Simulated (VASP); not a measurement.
Set up this calculation in VASP 6.6.1, as the native input.

```
Task                            : G0W0 quasiparticle levels
Functional                      : PBEsol
Potentials or basis             : VASP PAW PBE potentials, release 64 (B_GW, N_GW)
Cutoff                          : 500 eV
k mesh                          : 4 × 4 × 4
Occupations                     : gaussian, width 0.01 eV
Spin                            : no spin polarisation
Dipole correction               : no
GW scheme                       : G0W0
GW iterations                   : 1
Cutoff of the response function : 80
Frequency points                : 48
Empty bands                     : 100
Further INCAR settings          : ALGO = EVGW0; EDIFF = 1e-08; NBANDS = 104
```

BN:

```xyz
2
Lattice="0.0000 3.4953 2.1661 1.2516 0.0000 2.1661 1.2516 3.4953 0.0000" Properties=species:S:1:pos:R:3 pbc="T T T"
B     1.2516    3.4953    0.0002
N     1.2516    3.4953    2.8881
```

These files were run (other wordings do the same):

POSCAR

```
BN
1.0
    0.0000000000      3.4953160000      2.1660910000
    1.2516320000      0.0000000000      2.1660910000
    1.2516320000      3.4953160000      0.0000000000
B N
1 1
Direct
    0.0000490000      0.0000490000      0.9999510000
    0.6666666667      0.6666666667      0.3333333333
```

INCAR.step1

```
  ALGO = Normal
  EDIFF = 1E-8
  ENCUT = 500
  GGA = PS
  ISMEAR = 0
  LASPH = True
  LCHARG = False
  LREAL = False
  LWAVE = True
  NELM = 100
  PREC = Accurate
  SIGMA = 0.01
```

INCAR.step2

```
  ALGO = Exact
  EDIFF = 1E-8
  ENCUT = 500
  GGA = PS
  ISMEAR = 0
  ISTART = 1
  LASPH = True
  LCHARG = False
  LOPTICS = True
  LREAL = False
  LWAVE = True
  NBANDS = 104
  NELM = 1
  PREC = Accurate
  SIGMA = 0.01
```

INCAR.step3

```
  ALGO = EVGW0
  EDIFF = 1E-8
  ENCUT = 500
  ENCUTGW = 80.0
  GGA = PS
  ISMEAR = 0
  ISTART = 1
  LASPH = True
  LCHARG = False
  LREAL = False
  LWAVE = False
  NBANDS = 104
  NBANDSGW = 12
  NELMGW = 1
  NOMEGA = 48
  PREC = Accurate
  PRECFOCK = Fast
  SIGMA = 0.01
```

KPOINTS

```
k-points
0
Gamma
  4 4 4
```

Potentials or basis: VASP PAW PBE potentials, release 64 (B_GW, N_GW).

The run is started by

```bash
$ cat potpaw_PBE.64/B_GW/POTCAR potpaw_PBE.64/N_GW/POTCAR > POTCAR
$ cp INCAR.step1 INCAR
$ mpirun -np 1 vasp_std > vasp.out
$ cp INCAR.step2 INCAR
$ mpirun -np 1 vasp_std > vasp.out
$ cp INCAR.step3 INCAR
$ mpirun -np 1 vasp_std > vasp.out
```

It gave:

```
Band gap on the k mesh, mean-field level : 4.27 eV, indirect (least direct gap 5.23 eV)
Quasiparticle gap                        : 5.92 eV
Least direct quasiparticle gap           : 7.07 eV
```

Caveat: the k points lie up to 0.76 Å⁻¹ apart; bands, screening cutoff and mesh are small and nothing is extrapolated, so the quasiparticle values aren't converged.

Run time: 3.6 min on 1 thread of Intel Xeon 8259CL, with other jobs on the host, peak memory 0.24 GiB.
